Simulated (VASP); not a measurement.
A run of VASP 6.6.1 is set up as follows.

File INCAR:

```
PREC = Accurate
ENCUT = 520
EDIFF = 1E-6
ISMEAR = -1
SIGMA = 0.02
LREAL = False
LASPH = True
NELM = 80
ALGO = Normal
ISIF = 2
LWAVE = False
LCHARG = False
GGA = PE
NBANDS = 16
```

KPOINTS

```
regular mesh
0
Gamma
  10 10 10
```

Contents of POSCAR:

```
ZnO
1.0
    0.0000000000      2.2020510490      2.0594292425
    2.2020510490      0.0000000000      2.0594292425
    2.2020510490      2.2020510490      0.0000000000
Zn O
1 1
Direct
    0.0000000000      0.0000000000      0.0000000000
    0.5000000000      0.5000000000      0.5000000000
```

Potentials or basis: VASP PAW PBE potentials, release 64 (Zn, O).

Run with:

```bash
$ cat potpaw_PBE.64/Zn/POTCAR potpaw_PBE.64/O/POTCAR > POTCAR
$ mpirun -np 1 vasp_std > vasp.out
```

(1) Estimate the pressure.

(2) Estimate the band gap on the k mesh.

## Answers

(1) 5.0 GPa.

(2) 0.66 eV, indirect (least direct gap 2.03 eV).

Caveat: the cell differs from its parent crystal (epitaxial xy strain +3.2%).
